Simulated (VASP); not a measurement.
Input of a VASP 6.6.1 run:

File INCAR:

```
SYSTEM = WS2
PREC = Accurate ; ENCUT = 520
EDIFF = 1E-6 ; ISMEAR = 0
SIGMA = 0.01 ; LREAL = .False.
LASPH = .True. ; NELM = 100
ALGO = Normal ; ISIF = 2
LWAVE = .False. ; LCHARG = .False.
GGA = PE ; NBANDS = 20
```

Contents of KPOINTS:

```
Automatic mesh
0
Gamma
  8 8 8
  0 0 0
```

Contents of POSCAR:

```
WS2
1.0
    1.5858866948      0.9156121101      6.2374697496
   -1.5858866948      0.9156121101      6.2374697496
    0.0000000000     -1.8312242203      6.2374697496
W S
1 2
Direct
   -0.0000115685     -0.0000115685     -0.0000115685
    0.4167981689      0.4167981689      0.4167981689
    0.2498800663      0.2498800663      0.2498800663
```

Potentials or basis: VASP PAW PBE potentials, release 64 (W_sv, S).

Command:

```console
$ cat potpaw_PBE.64/W_sv/POTCAR potpaw_PBE.64/S/POTCAR > POTCAR
$ mpirun -np 1 vasp_std > vasp.out
```

What does it give for the band gap on the k mesh?

1.24 eV (least direct gap 2.26 eV).

Predict the largest force.

0.197 eV/Å.

Estimate the pressure.

3.2 GPa.

Forces on the atoms (eV/Å):
```
W    0.000  0.000  0.002
S    0.000  0.000  0.196
S    0.000  0.000 -0.197
```

Caveat: the cell stands under pressure; spin-orbit coupling is left out, which moves the levels of the heavy elements. A k mesh can miss the band edges.
